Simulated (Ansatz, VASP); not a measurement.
One calculation of WSe2, two programs

Contents of INCAR:

```
  PREC = Accurate
  ENCUT = 520
  EDIFF = 1E-6
  ISMEAR = 1
  SIGMA = 0.142
  LREAL = F
  LASPH = T
  NELM = 80
  ALGO = Normal
  ISIF = 2
  LWAVE = F
  LCHARG = T
  GGA = PE
  LELF = T
  LVHAR = T
  NBANDS = 20
```

File KPOINTS:

```
regular mesh
0
Gamma
  9 9 9
```

The input POSCAR:

```
WSe2
1.0
    3.3433500000      0.0000000000      0.0000000000
   -1.6716750000      2.8954310000      0.0000000000
   -1.6716750000      0.9651440000      6.5648290000
Se W
2 1
Direct
    0.7497000000      0.2503000000      0.2490000000
    0.5833000000      0.4167000000      0.7500000000
    0.3333000000      0.6667000000      0.0000000000
```

Input for Ansatz:

```yaml
crystal:
  lattice:
    - [3.34335, 0.0, 0.0]
    - [-1.671675, 2.895431, 0.0]
    - [-1.671675, 0.965144, 6.564829]
  atoms:
    - { symbol: Se, position: [0.7497, 0.2503, 0.249] }
    - { symbol: W, position: [0.3333, 0.6667, 0.0] }
    - { symbol: Se, position: [0.5833, 0.4167, 0.75] }
  symmetry: { tolerance: 0.0003 }
kpoints:
  mp_grid: { grid: [9, 9, 9], shift: [0, 0, 0] }
magnetization:
  spin_polarized: false
scf:
  occupations: { method: cold, width: 0.2744 }
  lower_state_search: "off"
  max_iter: 200
hamiltonian:
  pseudopotentials: { kind: paw }
  xc: pbe
basis:
  ecutwfc: 420
  fft_grid_basis: typed
output:
  forces: true
  stress: true
  eigenvalues: true
  bader: true
  populations: true
  elf: true
  write_potential: true
  volumetric_format: npy
  dos:
    e_range: [-12, 8]
    de: 0.05
    projected: { site_lists: { Se: [Se], W: [W] } }
checkpoint:
  read: saved_state
```

Alike in both runs: task single point; functional PBE; k mesh 9 × 9 × 9; no spin polarisation.

|  | VASP | Ansatz |
| --- | --- | --- |
| version | VASP 6.6.1 | Ansatz 0.2.0 |
| potentials or method | VASP PAW PBE potentials, release 64 (Se, W_sv), cutoff 520 eV | PAW plane waves |
| occupations | methfessel-paxton of order 1, width 0.142 eV | cold, width 0.2744 eV |
| valence electrons in the cell | 26 | 46 |

|  | VASP | Ansatz | Ansatz less VASP |
| --- | --- | --- | --- |
| gap on the k mesh at the Fermi level (eV) | 0.96 | 0.97 | +0.009 |
| pressure (GPa) | 2.6 | 2.3 | -0.31 |
| rms of the force components (eV/Å) | 0.254 | 0.232 | -0.0218 |

VASP's potentials hold 26 valence electrons a cell and Ansatz's 46, so a difference there can come from the potentials and not from the codes. Ansatz's warnings: structure snapped to symmetry.

Spin-orbit coupling is off throughout.
